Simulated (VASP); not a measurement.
Write the native input for VASP 6.6.1 that does the following.

* Task: single point
* Functional: PBEsol
* Potentials or basis: VASP PAW PBE potentials, release 64 (Rb_sv, Cl)
* Cutoff: 500 eV
* k mesh: 6 × 6 × 6
* Occupations: fermi-dirac, width 0.02 eV
* Spin: no spin polarisation
* Dipole correction: no
* Further INCAR settings: ALGO = Normal; EDIFF = 1e-06; NBANDS = 15

The structure of RbCl lies in POSCAR:

```
RbCl
1.0
    0.0000000000      3.4828984809      3.4828984809
    3.4828984809      0.0000000000      3.4828984809
    3.4828984809      3.4828984809      0.0000000000
Rb Cl
1 1
Direct
    0.0000000000      0.0000000000      0.0000000000
    0.5000000000      0.5000000000      0.5000000000
```

These files were run (other wordings do the same):

INCAR

```
PREC = Accurate ; ENCUT = 500
EDIFF = 1E-6 ; ISMEAR = -1
SIGMA = 0.02 ; LREAL = False
LASPH = True ; NELM = 120
ALGO = Normal ; ISIF = 2
LWAVE = False ; LCHARG = False
GGA = PS ; NBANDS = 15
GGA_COMPAT = False
```

KPOINTS

```
regular mesh
0
Gamma
  6 6 6
```

Potentials or basis: VASP PAW PBE potentials, release 64 (Rb_sv, Cl).

Run with:

```console
$ cat potpaw_PBE.64/Rb_sv/POTCAR potpaw_PBE.64/Cl/POTCAR > POTCAR
$ mpirun -np 1 vasp_std > vasp.out
```

It gave:

* Pressure: -1.9 GPa
* Band gap on the k mesh: 4.40 eV, direct

Caveat: the PAW data sets were made with another functional, which shifts forces and pressure a little.

Wall time 31 s on 1 thread of Intel Xeon 8259CL, on a shared host, peak memory 0.21 GiB.
